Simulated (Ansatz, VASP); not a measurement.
**Zr3S2: VASP beside Ansatz**

```
CELL_PARAMETERS angstrom
3.59084 0.00000 0.00000
-1.79542 3.10976 0.00000
0.00000 0.00000 8.69919
ATOMIC_POSITIONS crystal
Zr 0.00000 0.00000 0.00000
Zr 0.66667 0.33333 0.34925
Zr 0.33333 0.66667 0.65075
S 0.66667 0.33333 0.82045
S 0.33333 0.66667 0.17955
```

Change from the starting cell: built by hand: Rocksalt with ordered S-layer vacancies (P-3m1, No. 164).

Alike in both runs: functional PBE; k mesh 12 × 12 × 4; occupations gaussian, width 0.1 eV; no spin polarisation.

Ansatz relaxed the structure, and its values are those at the end. VASP's run is a single point on that final structure, the one shown.

|  | VASP | Ansatz |
| --- | --- | --- |
| version | VASP 6.6.1 | Ansatz 0.2.0 |
| potentials or method | VASP PAW PBE potentials, release 64 (Zr_sv, S), cutoff 520 eV | scalar-relativistic, plane waves, PAW |
| valence electrons in the cell | 48 | 48 |

VASP gave:

```
gap on the k mesh at the Fermi level (eV) : none
pressure (GPa)                            : 0.0
rms of the force components (eV/Å)        : 0.008
```

Task: What did Ansatz give for the same quantities?

Result: gap on the k mesh at the Fermi level (eV): none; pressure (GPa): 0.0; rms of the force components (eV/Å): 0.003.

A gap of «none» marks a metal or a gap that the smearing closes. The functional is the same, so the differences come from potentials, cutoffs and numerics.
